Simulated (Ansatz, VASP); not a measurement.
Two plane-wave programs on NaCd

```
Na Cd
1.0
     0.00000    3.16627    3.16627
     3.16627    0.00000    3.16627
     3.16627    3.16627    0.00000
Na Cd
1 1
Cartesian
  3.1663 3.1663 3.1663
  0.0000 0.0000 0.0000
```

Alike in both runs: task relaxation of cell and atoms; functional PBE; k mesh 16 × 16 × 16; occupations gaussian, width 0.1 eV; no spin polarisation.

|  | VASP | Ansatz |
| --- | --- | --- |
| version | VASP 6.6.1 | Ansatz 0.2.0 |
| potentials or method | VASP PAW PBE potentials, release 64 (Na_pv, Cd), cutoff 600 eV | scalar-relativistic, plane waves, PAW |
| valence electrons in the cell | 19 | 29 |

```csv
,VASP,Ansatz,Ansatz less VASP
"gap on the k mesh at the Fermi level, each at its own relaxed structure (eV)",none,none,-
relaxed volume (Å³/atom),31.80,31.97,+0.162
relaxed length of the cell vector where the two differ most in proportion (Å),4.481,4.488,+0.0076
```

A gap of «none» marks a metal or a gap that the smearing closes. VASP's potentials hold 19 valence electrons a cell and Ansatz's 29, so a difference there can come from the potentials and not from the codes.
